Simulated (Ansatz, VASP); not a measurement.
AlN: VASP beside Ansatz

INCAR

```
SYSTEM = AlN
PREC = Accurate ; ENCUT = 520
EDIFF = 1E-6 ; ISMEAR = -1
SIGMA = 0.02 ; LREAL = .False.
LASPH = .True. ; NELM = 100
ALGO = Normal ; ISIF = 2
LWAVE = .False. ; LCHARG = .True.
GGA = PS ; LELF = .True.
LVHAR = .True. ; NBANDS = 16
```

The input KPOINTS:

```
regular mesh
0
Gamma
  11 11 6
  0 0 0
```

POSCAR

```
AlN
1.0
    3.1316054153      0.0000000000      0.0000000000
   -1.5658027076      2.7120498443      0.0000000000
    0.0000000000      0.0000000000      5.0109678482
Al N
2 2
Direct
    0.3333333333      0.6666666667      0.0000000000
    0.6666666667      0.3333333333      0.5000000000
    0.3333333333      0.6666666667      0.3850000000
    0.6666666667      0.3333333333      0.8850000000
```

Input for Ansatz:

```yaml
crystal:
  lattice:
    - [3.1316054153, 0.0, 0.0]
    - [-1.5658027076, 2.7120498443, 0.0]
    - [0.0, 0.0, 5.0109678482]
  atoms:
    - { symbol: Al, position: [0.3333333333, 0.6666666667, 0.0] }
    - { symbol: Al, position: [0.6666666667, 0.3333333333, 0.5] }
    - { symbol: "N", position: [0.3333333333, 0.6666666667, 0.385] }
    - { symbol: "N", position: [0.6666666667, 0.3333333333, 0.885] }
kpoints:
  mp_grid: { grid: [11, 11, 6] }
  band_path:
    path:
      - [0.0, 0.0, 0.0]
      - [0.5, 0.0, 0.0]
      - [0.3333333333, 0.3333333333, 0.0]
      - [0.0, 0.0, 0.0]
      - [0.0, 0.0, 0.5]
      - [0.5, 0.0, 0.5]
      - [0.3333333333, 0.3333333333, 0.5]
      - [0.0, 0.0, 0.5]
      - [0.5, 0.0, 0.5]
    npoints: 5
scf:
  occupations: { method: fermi_dirac, width: 0.02 }
hamiltonian:
  xc: pbesol
  pseudopotentials: { kind: all_electron, lapw: { basis_error: 0.001 } }
output:
  forces: true
  stress: true
  eigenvalues: true
```

Change from the starting cell: volume scaled by 1.02.

Alike in both runs: task single point; functional PBEsol; k mesh 11 × 11 × 6; occupations fermi-dirac, width 0.02 eV; no spin polarisation.

|  | VASP | Ansatz |
| --- | --- | --- |
| version | VASP 6.6.1 | Ansatz 0.2.0 |
| potentials or method | VASP PAW PBE potentials, release 64 (Al, N), cutoff 520 eV | all-electron LAPW, scalar-relativistic |

|  | VASP | Ansatz | Ansatz less VASP |
| --- | --- | --- | --- |
| gap on the k mesh at the Fermi level (eV) | 3.92 | 3.91 | -0.005 |
| pressure (GPa) | -3.4 | -3.4 | -0.04 |
| traceless stress, the component that is largest in VASP (GPa) | -1.00 | -0.97 | +0.025 |
| rms of the force components (eV/Å) | 0.102 | 0.102 | -0.0005 |

VASP's potentials were made for PBE, not for PBEsol. Atom by atom the forces differ by 0.001 eV/Å (rms over components). Ansatz ran all-electron here, and VASP with PAW potentials.
